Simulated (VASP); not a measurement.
Set up this calculation in VASP 6.6.1, as the native input.

```
Task                   : relaxation of cell and atoms
Functional             : PBE
Potentials or basis    : VASP PAW PBE potentials, release 64 (Sr_sv, Al, O)
Cutoff                 : 600 eV
k mesh                 : 6 × 6 × 6
Occupations            : gaussian, width 0.1 eV
Spin                   : no spin polarisation
Dipole correction      : no
Further INCAR settings : ALGO = Normal; EDIFF = 1e-07; IBRION = 2; EDIFFG = -0.04; NSW = 90; ISIF = 3
```

The structure of Sr3Al2O lies in POSCAR:

```
Sr3Al2O
1.0
    2.8907038800      1.6689486700      4.6527663000
   -2.8907038800      1.6689486700      4.6527663000
    0.0000000000     -3.3378973300      4.6527663000
Sr Al O
3 2 1
Direct
    0.0000000000      0.5000000000      0.5000000000
    0.5000000000      0.5000000000      0.0000000000
    0.5000000000      0.0000000000      0.5000000000
    0.1235570000      0.1235570000      0.1235570000
    0.8764430000      0.8764430000      0.8764430000
    0.5000000000      0.5000000000      0.5000000000
```

The cell was built from a structure type or drawn by symmetry, and may not be a known phase.

One way to write it, as run:

INCAR

```
PREC = Accurate
ENCUT = 600
EDIFF = 1E-7
ISMEAR = 0
SIGMA = 0.1
LREAL = False
LASPH = True
NELM = 60
ALGO = Normal
ISIF = 3
LWAVE = False
LCHARG = False
GGA = PE
IBRION = 2
NSW = 90
EDIFFG = -0.04
```

KPOINTS

```
Automatic mesh
0
Gamma
  6 6 6
```

Potentials or basis: VASP PAW PBE potentials, release 64 (Sr_sv, Al, O).

Run with:

```console
$ cat potpaw_PBE.64/Sr_sv/POTCAR potpaw_PBE.64/Al/POTCAR potpaw_PBE.64/O/POTCAR > POTCAR
$ mpirun -np 1 vasp_std > vasp.out
```

Results of the run:

The relaxed volume is 27.08 Å³/atom and the relaxed cell is a = 5.515 Å, b = 5.515 Å, c = 5.515 Å, α = 81.28°, β = 81.28°, γ = 81.28°. The space group after relaxing (to 0.1 Å) is R-3m (No. 166). The energy gained by relaxing is 1077.3 meV/atom, the ionic steps are 10 and the pressure after relaxing is 0.0 GPa. The largest force after relaxing is 0.013 eV/Å. The band gap on the k mesh is zero (bands 21 and 22 overlap by 0.38 eV).

Caveat: the volume moved by over 15 % at a fixed basis, so the end points are rough.

It took 32 min on 1 thread of Intel Xeon 8259CL (shared host), peak memory 0.44 GiB.
